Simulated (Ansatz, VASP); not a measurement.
## BN: VASP beside Ansatz

Contents of INCAR:

```
SYSTEM = BN
PREC = Accurate
ENCUT = 520
EDIFF = 1E-6
ISMEAR = 0
SIGMA = 0.01
LREAL = .FALSE.
LASPH = .TRUE.
NELM = 80
ALGO = Normal
ISIF = 2
LWAVE = .FALSE.
LCHARG = .TRUE.
LELF = .TRUE.
LVHAR = .TRUE.
NBANDS = 16
```

The input KPOINTS:

```
regular mesh
0
G
  10 10 4
  0 0 0
```

File POSCAR:

```
BN
1.0
    2.5043517174      0.0000000000      0.0000000000
   -1.2521758587      2.1688322073      0.0000000000
    0.0000000000      0.0000000000      7.0161531266
B N
2 2
Direct
    0.3333333333      0.6666666667      0.2500000000
    0.6666666667      0.3333333333      0.7500000000
    0.3333333333      0.6666666667      0.7500000000
    0.6666666667      0.3333333333      0.2500000000
```

Input for Ansatz:

```yaml
crystal:
  lattice:
    - [2.50435171742, 0.0, 0.0]
    - [-1.25217585871, 2.1688322073, 0.0]
    - [0.0, 0.0, 7.01615312656]
  atoms:
    - { symbol: B, position: [0.333333333333, 0.666666666667, 0.25] }
    - { symbol: B, position: [0.666666666667, 0.333333333333, 0.75] }
    - { symbol: "N", position: [0.333333333333, 0.666666666667, 0.75] }
    - { symbol: "N", position: [0.666666666667, 0.333333333333, 0.25] }
kpoints:
  mp_grid: { grid: [10, 10, 4] }
scf:
  occupations: { method: fixed }
hamiltonian:
  xc: lda
  pseudopotentials: { kind: paw }
output:
  forces: true
  stress: true
  eigenvalues: true
  eigenstates:
    nscf_kmesh: { grid: [16, 16, 6] }
    de_dk: true
    e_range: [-9, 14.24903947661]
  optics:
    e_range: [0, 20]
    de: 0.2
    sigma: 0.15
    bands: { spectra_wanted_up_to: 20 }
    nscf_kmesh: { grid: [16, 16, 6] }
checkpoint:
  write: ck
  write_wavefunctions: false
```

Alike in both runs: task single point; functional LDA; k mesh 10 × 10 × 4; no spin polarisation.

|  | VASP | Ansatz |
| --- | --- | --- |
| version | VASP 6.6.1 | Ansatz 0.2.0 |
| potentials or method | VASP PAW LDA potentials, release 64 (B, N) | PAW with Ansatz's default frozen-core files, scalar-relativistic |
| plane-wave cutoff (eV) | 520 | 420 |
| occupations | gaussian, width 0.01 eV | fixed |
| valence electrons in the cell | 16 | 16 |

```tsv
	VASP	Ansatz	Ansatz less VASP
gap on the k mesh at the Fermi level (eV)	4.16	4.17	+0.016
pressure (GPa)	-4.3	-4.7	-0.40
traceless stress, the component that is largest in VASP (GPa)	2.88	3.46	+0.582
```

LDA's correlation is that of Perdew and Zunger in VASP and of Perdew and Wang (1992) in Ansatz.
